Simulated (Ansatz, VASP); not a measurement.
**Al in VASP and in Ansatz**

File INCAR:

```
PREC = Accurate
ENCUT = 520
EDIFF = 1E-6
ISMEAR = 0
SIGMA = 0.15
LREAL = False
LASPH = True
NELM = 80
ALGO = Normal
ISIF = 2
LWAVE = False
LCHARG = False
GGA = PS
IVDW = 12
NBANDS = 14
```

KPOINTS

```
Automatic mesh
0
Gamma
  18 18 6
```

The input POSCAR:

```
Al
1.0
    2.8193555234      0.0000000000      0.0000000000
   -1.4096777617      2.4416335055      0.0000000000
    0.0000000000      0.0000000000      9.2529846140
Al
4
Direct
    0.0000000000      0.0000000000      0.0000000000
    0.3333333333      0.6666666667      0.2500000000
    0.0000000000      0.0000000000      0.5000000000
    0.6666666667      0.3333333333      0.7500000000
```

Input for Ansatz:

```yaml
crystal:
  lattice:
    - [2.8193555234, 0.0, 0.0]
    - [-1.4096777617, 2.4416335055, 0.0]
    - [0.0, 0.0, 9.252984614]
  atoms:
    - { symbol: Al, position: [0.0, 0.0, 0.0] }
    - { symbol: Al, position: [0.3333333333, 0.6666666667, 0.25] }
    - { symbol: Al, position: [0.0, 0.0, 0.5] }
    - { symbol: Al, position: [0.6666666667, 0.3333333333, 0.75] }
basis:
  ecutwfc: 420
kpoints:
  mp_grid: { grid: [18, 18, 6] }
hamiltonian:
  xc: pbesol
  pseudopotentials: { kind: paw, azcp: { folder: soft_1 } }
  dispersion: d3bj
scf:
  occupations: { method: gaussian, width: 0.15 }
output:
  forces: true
  stress: true
  eigenvalues: true
  write_density: true
  write_potential: true
  elf: true
  volumetric_format: npy
```

Alike in both runs: task single point; functional PBEsol; dispersion D3(BJ); k mesh 18 × 18 × 6; occupations gaussian, width 0.15 eV; no spin polarisation.

|  | VASP | Ansatz |
| --- | --- | --- |
| version | VASP 6.6.1 | Ansatz 0.2.0 |
| potentials or method | VASP PAW PBE potentials, release 64 (Al), cutoff 520 eV | scalar-relativistic, plane waves, PAW |
| valence electrons in the cell | 12 | 12 |

Ansatz gave:

- gap on the k mesh at the Fermi level (eV): none
- pressure (GPa): -1.7
- traceless stress, the component that is largest in VASP (GPa): 0.06

Question: Which values does VASP return?

Answer: gap on the k mesh at the Fermi level (eV): none; pressure (GPa): -1.6; traceless stress, the component that is largest in VASP (GPa): 0.05.

VASP's potentials were made for PBE, not for PBEsol, and Ansatz warns of the same on its side. A gap of «none» marks a metal or a gap that the smearing closes.
